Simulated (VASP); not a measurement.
Here is a VASP 6.6.1 calculation.

File INCAR:

```
SYSTEM = ZnS
ALGO     = Normal         ! electronic algorithm
EDIFF    = 1E-6           ! SCF threshold, eV
ENCUT    = 520            ! plane-wave cutoff, eV
GGA      = PS             ! functional
ISIF     = 2              ! what is computed and relaxed
ISMEAR   = 0              ! smearing method
LASPH    = .TRUE.         ! aspherical terms in the spheres
LCHARG   = .FALSE.        ! write CHGCAR
LREAL    = .FALSE.        ! projectors in reciprocal space
LWAVE    = .FALSE.        ! write WAVECAR
NBANDS   = 26             ! bands
NELM     = 100            ! most SCF steps
PREC     = Accurate       ! precision mode
SIGMA    = 0.05           ! smearing width, eV
```

The input KPOINTS:

```
k-points
0
G
  9 9 6
  0 0 0
```

File POSCAR:

```
ZnS
1.0
    3.8311821878      0.0000000000      0.0000000000
   -1.9155910939      3.3179011011      0.0000000000
    0.0000000000      0.0000000000      6.2903751065
Zn S
2 2
Direct
    0.3333333333      0.6666666667      0.0054424479
    0.6666666667      0.3333333333      0.5054424479
    0.3333333333      0.6666666667      0.3795575521
    0.6666666667      0.3333333333      0.8795575521
```

Potentials or basis: VASP PAW PBE potentials, release 64 (Zn, S).

Launch:

```bash
$ cat potpaw_PBE.64/Zn/POTCAR potpaw_PBE.64/S/POTCAR > POTCAR
$ mpirun -np 1 vasp_std > vasp.out
```

(1) Predict the band gap on the k mesh.

(2) Predict the largest force.

(3) Estimate the pressure.

Results:

(1) 1.99 eV, direct.

(2) 0.008 eV/Å.

(3) -2.6 GPa.

Caveat: the PAW data sets were made with another functional, which shifts forces and pressure a little.
